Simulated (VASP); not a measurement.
# Al3GaN4 (Pm) in VASP: further runs

The runs below take Al3GaN4 through single point, with r2SCAN.

Everything below comes from runs of VASP 6.6.1. Logs are shortened: lines on timing, memory, paths and dates and some standing lists are left out, and cuts for length are marked.

## (1) The cell of the first run

Symmetry: Pm, No. 6, monoclinic system. Conventional cell: a = 5.038 Å, b = 3.125 Å, c = 10.833 Å, α = 90.00°, β = 92.70°, γ = 90.00°. Within 2.5 Å of Al (site symmetry m) lie 4 N at 1.88 to 1.90 Å. Within 2.5 Å of Al (site symmetry m) lie 4 N at 1.88 to 1.90 Å. Within 2.5 Å of Al (site symmetry m) lie 4 N at 1.89 to 2.10 Å. Al (site symmetry m) has 4 N at 1.89 to 1.90 Å within 2.5 Å. Al (site symmetry m) has 4 N at 1.89 to 1.90 Å within 2.5 Å. Within 2.5 Å of Al (site symmetry m) lie 4 N at 1.89 to 1.90 Å. Within 2.4 Å of Ga (site symmetry m) lie 4 N at 1.83 to 1.96 Å. Ga (site symmetry m) has 4 N at 1.93 to 1.96 Å within 2.6 Å.

## (2) Single point, r2SCAN (the part above a cut slid along it)

POSCAR

```
Al3GaN4
1.0
   -5.0380822009      0.0000000000     -0.0000609628
    0.0000000000     -3.1249488261      0.0000000000
   -0.5103897048      0.0000000000     10.8207798648
Al Ga N
6 2 8
Direct
    0.4289505844      0.5000000000      0.7082775373
    0.4789505844      0.5000000000      0.2082775373
    0.9951215324      0.5000000000      0.0421009685
    0.9451215324      0.5000000000      0.5421009685
    0.9199484510      1.0000000000      0.7904722320
    0.9699484510      1.0000000000      0.2904722320
    0.4047300894      1.0000000000      0.9577522322
    0.4547300894      1.0000000000      0.4577522322
    0.7935121707      1.0000000000      0.9578085062
    0.8435121707      1.0000000000      0.4578085062
    0.8065027958      0.5000000000      0.7082161458
    0.8565027958      0.5000000000      0.2082161458
    0.3700873504      0.5000000000      0.0449905032
    0.3200873504      0.5000000000      0.5449905032
    0.2978279758      1.0000000000      0.7875823748
    0.3478279758      1.0000000000      0.2875823748
```

INCAR.step1

```
SYSTEM = Al3GaN4
PREC = Accurate
ENCUT = 520
ISMEAR = 0
SIGMA = 0.05
LREAL = Auto
LASPH = .TRUE.
NELM = 60
NBANDS = 56
GGA = PE
ALGO = Normal
EDIFF = 1E-4
LWAVE = .TRUE.
LCHARG = .FALSE.
```

INCAR.step2

```
SYSTEM = Al3GaN4
PREC = Accurate
ENCUT = 520
EDIFF = 1E-7
ISMEAR = 0
SIGMA = 0.05
LREAL = Auto
LASPH = .TRUE.
NELM = 60
ALGO = Normal
ISIF = 2
LWAVE = .FALSE.
LCHARG = .FALSE.
METAGGA = R2SCAN
LMIXTAU = .TRUE.
NBANDS = 56
ISTART = 1
```

KPOINTS

```
Automatic mesh
0
G
  5 7 2
  0 0 0
```

Potentials or basis: VASP PAW PBE potentials, release 64 (Al, Ga_d, N).

Launch:

```sh
$ cat potpaw_PBE.64/Al/POTCAR potpaw_PBE.64/Ga_d/POTCAR potpaw_PBE.64/N/POTCAR > POTCAR
$ cp INCAR.step1 INCAR
$ mpirun -np 1 vasp_std > vasp.out
$ cp INCAR.step2 INCAR
$ mpirun -np 1 vasp_std > vasp.out
```

OUTCAR:

```text
SYSTEM = Al3GaN4
   PREC = Accurate
   ENCUT = 520
   EDIFF = 1E-7
   ISMEAR = 0
   LREAL = Auto
   LASPH = .TRUE.
   NELM = 60
   ISIF = 2
   METAGGA = R2SCAN
   ISTART = 1

 ion  position               nearest neighbor table
   1  0.429  0.500  0.708-  14 1.88  15 1.89  15 1.89  11 1.90   5 3.09   5 3.09   4 3.09   5 3.10
                             5 3.10   4 3.10   7 3.12   7 3.12   8 3.13   8 3.13
   2  0.479  0.500  0.208-  13 1.88  16 1.89  16 1.89  12 1.90   6 3.09   6 3.09   3 3.09   6 3.10
                             6 3.10   3 3.10   8 3.12   8 3.12
   3  0.995  0.500  0.042-  13 1.89  12 1.90   9 2.10   9 2.10   7 2.71   7 2.71   2 3.09   2 3.10
                             6 3.11   6 3.11   5 3.18   5 3.18
   4  0.945  0.500  0.542-  14 1.89  10 1.89  10 1.89  11 1.90   1 3.09   8 3.10   8 3.10   1 3.10
                             8 3.11   8 3.11   5 3.11   5 3.11   6 3.14   6 3.14
   5  0.920  0.000  0.790-   9 1.89  11 1.90  11 1.90  15 1.90   1 3.09   1 3.09   7 3.09   1 3.10
                             1 3.10   4 3.11   4 3.11   7 3.11   3 3.18   3 3.18
   6  0.970  0.000  0.290-  10 1.89  12 1.90  12 1.90  16 1.90   2 3.09   2 3.09   8 3.09   2 3.10
                             2 3.10   3 3.11   3 3.11   8 3.11   4 3.14   4 3.14
   7  0.405  0.000  0.958-  13 1.83  13 1.83  15 1.94   9 1.96   3 2.71   3 2.71   5 3.09   5 3.11
                             1 3.12   1 3.12
   8  0.455  0.000  0.458-  14 1.93  14 1.93  16 1.94  10 1.96   6 3.09   4 3.10   4 3.10   4 3.11
                             4 3.11   6 3.11   2 3.12   2 3.12   1 3.13   1 3.13
   9  0.794  0.000  0.958-   5 1.89   7 1.96   3 2.10   3 2.10
  10  0.844  0.000  0.458-   4 1.89   4 1.89   6 1.89   8 1.96
  11  0.807  0.500  0.708-   4 1.90   5 1.90   5 1.90   1 1.90
  12  0.857  0.500  0.208-   3 1.90   6 1.90   6 1.90   2 1.90
  13  0.370  0.500  0.045-   7 1.83   7 1.83   2 1.88   3 1.89
  14  0.320  0.500  0.545-   1 1.88   4 1.89   8 1.93   8 1.93
  15  0.298  0.000  0.788-   1 1.89   1 1.89   5 1.90   7 1.94
  16  0.348  0.000  0.288-   2 1.89   2 1.89   6 1.90   8 1.94

  LATTYP: Found a simple monoclinic cell.
 ALAT       =     5.0380822013
 B/A-ratio  =     0.6202655497
 C/A-ratio  =     2.1501852612
 COS(beta)  =    -0.0471030845

  Lattice vectors:

 A1 = (  -5.0380822009,   0.0000000000,  -0.0000609628)
 A2 = (   0.0000000000,   3.1249488261,   0.0000000000)
 A3 = (   0.5103897048,   0.0000000000, -10.8207798648)

Analysis of symmetry for initial positions (statically):
=====================================================================
 Subroutine PRICEL returns:
 Original cell was already a primitive cell.

 Routine SETGRP: Setting up the symmetry group for a
 simple monoclinic supercell.

 Subroutine GETGRP returns: Found  2 space group operations
 (whereof  2 operations were pure point group operations)
 out of a pool of  4 trial point group operations.

The static configuration has the point symmetry C_1h.

Analysis of symmetry for dynamics (positions and initial velocities):
=====================================================================
 Subroutine PRICEL returns:
 Original cell was already a primitive cell.

 Routine SETGRP: Setting up the symmetry group for a
 simple monoclinic supercell.

 Subroutine GETGRP returns: Found  2 space group operations
 (whereof  2 operations were pure point group operations)
 out of a pool of  4 trial point group operations.

The dynamic configuration has the point symmetry C_1h.

 Subroutine INISYM returns: Found  2 space group operations
 (whereof  2 operations are pure point group operations),
 and found     1 'primitive' translations

----------------------------------------------------------------------------------------

                                     Primitive cell

  volume of cell :     170.3597

  direct lattice vectors                    reciprocal lattice vectors
    -5.038082201  0.000000000 -0.000060963    -0.198488113  0.000000000 -0.009362199
     0.000000000 -3.124948826  0.000000000     0.000000000 -0.320005240  0.000000000
    -0.510389705  0.000000000 10.820779865    -0.000001118  0.000000000  0.092414728

  length of vectors
     5.038082201  3.124948826 10.832810094     0.198708786  0.320005240  0.092414728

  position of ions in fractional coordinates (direct lattice)
     0.428950584  0.500000000  0.708277537
     0.478950584  0.500000000  0.208277537
     0.995121532  0.500000000  0.042100969
     0.945121532  0.500000000  0.542100969
     0.919948451  0.000000000  0.790472232
     0.969948451  0.000000000  0.290472232
[... 8 lines left out ...]
     0.297827976  0.000000000  0.787582375
     0.347827976  0.000000000  0.287582375

  ion indices of the primitive-cell ions
   primitive index   ion index
                 1           1
                 2           2
                 3           3
                 4           4
                 5           5
                 6           6
[... 8 lines left out ...]
                15          15
                16          16

----------------------------------------------------------------------------------------

 KPOINTS: Automatic mesh

Automatic generation of k-mesh.
 Grid dimensions read from file:
 generate k-points for:    5    7    2

 Generating k-lattice:

  Cartesian coordinates                     Fractional coordinates (reciprocal lattice)
    -0.039697623  0.000000000 -0.001872440     0.200000000  0.000000000  0.000000000
     0.000000000 -0.045715034  0.000000000     0.000000000  0.142857143  0.000000000
    -0.000000559  0.000000000  0.046207364     0.000000000  0.000000000  0.500000000

  Length of vectors
     0.039741757  0.045715034  0.046207364

  Shift w.r.t. Gamma in fractional coordinates (k-lattice)
     0.000000000  0.000000000  0.000000000

 Subroutine IBZKPT returns following result:
 ===========================================

 Found     24 irreducible k-points:

 Following reciprocal coordinates:
            Coordinates               Weight
  0.000000  0.000000  0.000000      1.000000
  0.200000  0.000000  0.000000      2.000000
  0.400000  0.000000  0.000000      2.000000
  0.000000  0.142857  0.000000      2.000000
  0.200000  0.142857  0.000000      4.000000
  0.400000  0.142857  0.000000      4.000000
[... 16 lines left out ...]
  0.200000  0.428571  0.500000      4.000000
  0.400000  0.428571  0.500000      4.000000
   k-points           NKPTS =     24   k-points in BZ     NKDIM =     24   number of bands    NBANDS=     56
   number of dos      NEDOS =    301   number of ions     NIONS =     16
   total plane-waves  NPLWV =  80640
   dimension x,y,z NGX =    40 NGY =   24 NGZ =   84
   dimension x,y,z NGXF=    80 NGYF=   48 NGZF=  168
   ions per type =               6   2   8
   NGX,Y,Z   is equivalent  to a cutoff of  13.20, 12.77, 12.89 a.u.
   NGXF,Y,Z  is equivalent  to a cutoff of  26.40, 25.54, 25.78 a.u.
 SYSTEM =  Al3GaN4
   PREC   = accura    normal or accurate (medium, high low for compatibility)
   ISTART =      1    job   : 0-new  1-cont  2-samecut
   ICHARG =      0    charge: 1-file 2-atom 10-const
   ISPIN  =      1    spin polarized calculation?
   LNONCOLLINEAR =      F non collinear calculations
   LSORBIT =      F    spin-orbit coupling
   LASPH  =      T    aspherical Exc in radial PAW
   ENCUT  =  520.0 eV  38.22 Ry    6.18 a.u.   9.37  5.81 20.14*2*pi/ulx,y,z
   NELM   =     60;   NELMIN=  2; NELMDL=  0     # of ELM steps
   EDIFF  = 0.1E-06   stopping-criterion for ELM
   LREAL  =      T    real-space projection
   EDIFFG = 0.1E-05   stopping-criterion for IOM
   NSW    =      0    number of steps for IOM
   IBRION =     -1    ionic relax: 0-MD 1-quasi-New 2-CG
   NFREE  =      0    steps in history (QN), initial steepest desc. (CG)
   ISIF   =      2    stress and relaxation
   ISYM   =      2    0-nonsym 1-usesym 2-fastsym
   POTIM  = 0.5000    time-step for ionic-motion
   TEBEG  =    0.0;   TEEND  =   0.0 temperature during run
   PSTRESS=    0.0 pullay stress
   NELECT =      84.0000    total number of electrons
   NUPDOWN=      -1.0000    fix difference up-down
   EMIN   =  10.00;   EMAX   =-10.00  energy-range for DOS
   EFERMI =   0.00;   METHOD = LEGACY
   ISMEAR =     0;   SIGMA  =   0.05  broadening in eV -4-tet -1-fermi 0-gaus
   EFERMI_NEDOS =   21; number of points for ismear=-14 and -15
   IALGO  =     38    algorithm
   IMIX   =      4    mixing-type and parameters
     AMIX     =   0.40;   BMIX     =  1.00
     AMIX_MAG =   1.60;   BMIX_MAG =  1.00
  volume/ion in A,a.u.               =      10.65        71.85
  Fermi-wavevector in a.u.,A,eV,Ry     =   1.293339  2.444056 22.758805  1.672725
  Thomas-Fermi vector in A             =   2.424990
   LORBIT       =      0    0 simple, 1 ext, 2 COOP (PROOUT), +10 PAW based schemes
   METAGGA = R2SCAN    functional components
   LHFCALC =     F    Hartree Fock is set to
   AEXX    =    0.0000 exact exchange contribution
   IVDW    =     0    specifies the selected vdW correction
   LEPSILON=     F    determine dielectric tensor
   LRPA    =     F    only Hartree local field effects (RPA)
 non-spin polarized calculation
 Gauss-broadening in eV      SIGMA  =   0.05
  energy-cutoff  :      520.00
  volume of cell :      170.36
 maximum number of plane-waves:      4612
 NGX is ok and might be reduce to    40
   NGX = 19   NGY = 11   NGZ = 41

 number of electron      83.9999976 magnetization

 Free energy of the ion-electron system (eV)
  ---------------------------------------------------
  ext. energy  EPLUGINS =         0.00000000
  ---------------------------------------------------
  free energy    TOTEN  =      -157.15326146 eV

  energy without entropy =     -157.15326146  energy(sigma->0) =     -157.15326146

 E-fermi :   6.7431     XC(G=0): -11.7619

 val. band max:        6.4922929502   @ k =   0.0000   0.0000   0.5000
 cond. band min:       9.4236726642   @ k =   0.0000   0.0000   0.0000
 fundamental gap:      2.9313797139
 Fermi energy:         6.7430548880

 k-point     1 :       0.0000    0.0000    0.0000
  band No.  band energies     occupation
      1     -10.8541      2.00000
      2     -10.2045      2.00000
      3      -9.7684      2.00000
      4      -9.2524      2.00000
      5      -8.9452      2.00000
      6      -8.6013      2.00000
[... 46 lines left out ...]
     53      14.5532      0.00000
     54      15.5913      0.00000
[... 1309 lines left out ...]
     53      15.1201      0.00000
     54      15.3481      0.00000
 [bands above 54 left out]

------------------------ aborting loop because EDIFF is reached ----------------------------------------

  FORCE on cell =-STRESS in cart. coord.  units (eV):
  Direction    XX          YY          ZZ          XY          YZ          ZX
  --------------------------------------------------------------------------------------
  -------------------------------------------------------------------------------------
  Total       -1.1505235      4.1117895      0.5901179      0.0000000      0.0000000      5.8150409
  in kB      -10.8202952     38.6700283      5.5498651      0.0000000      0.0000000     54.6885471
  external PRESSURE =      11.1331994 kB  Pullay stress =       0.0000000 kB

 VOLUME and BASIS-vectors are now :
 -----------------------------------------------------------------------------
  energy-cutoff  :      520.00
  volume of cell :      170.36
      direct lattice vectors                 reciprocal lattice vectors
    -5.038082201  0.000000000 -0.000060963    -0.198488113  0.000000000 -0.009362199
     0.000000000 -3.124948826  0.000000000     0.000000000 -0.320005240  0.000000000
    -0.510389705  0.000000000 10.820779865    -0.000001118  0.000000000  0.092414728

 POSITION                                       TOTAL-FORCE (eV/Angst)
 -----------------------------------------------------------------------------------
     -2.52259     -1.56247      7.66409        -0.237869      0.000000     -0.004438
     -2.51930     -1.56247      2.25370        -0.334843      0.000000      0.086418
     -5.03499     -1.56247      0.45550         4.378010      0.000000     -0.446891
     -5.03828     -1.56247      5.86590         0.088216      0.000000      0.123055
     -5.03822      0.00000      8.55347         0.341938      0.000000      0.541078
     -5.03493      0.00000      3.14308         0.113244      0.000000      0.051376
[... 8 lines left out ...]
     -1.90246      0.00000      8.52224        -0.059282      0.000000      0.114200
     -1.89917      0.00000      3.11184         0.017353      0.000000     -0.305603
 -----------------------------------------------------------------------------------
    total drift:                               -0.075338     -0.000000     -0.010687

  FREE ENERGIE OF THE ION-ELECTRON SYSTEM (eV)
  ---------------------------------------------------
  free  energy   TOTEN  =      -157.1532614598 eV

  energy  without entropy=     -157.1532614598  energy(sigma->0) =     -157.15326146
```

It took 42 min on 1 thread of Oxide Virtual Turin-like, shared host; peak memory 0.35 GiB.

Results:

```
Free energy            : -157.1533 eV
Pressure               : 1.1 GPa
Largest force          : 4.401 eV/Å
Band gap on the k mesh : 2.93 eV
```

Forces in eV/Å, atoms in the order of the input:
```
Al  -0.238  0.000 -0.004
Al  -0.335  0.000  0.086
Al   4.378  0.000 -0.447
Al   0.088  0.000  0.123
Al   0.342  0.000  0.541
Al   0.113  0.000  0.051
Ga  -3.059  0.000 -1.931
Ga  -0.090  0.000  0.074
N   -4.348  0.000  0.430
N   -0.073  0.000 -0.079
N    0.024  0.000 -0.361
N   -0.096  0.000  0.187
N    3.263  0.000  1.481
N    0.072  0.000  0.040
N   -0.059  0.000  0.114
N    0.017  0.000 -0.306
```

Caveat: the cell differs from its parent crystal (the part above a cut slid along it); the PAW data sets were made with another functional, which shifts forces and pressure a little. A k mesh can miss the band edges.

(Part 1 of 2 ends here.)
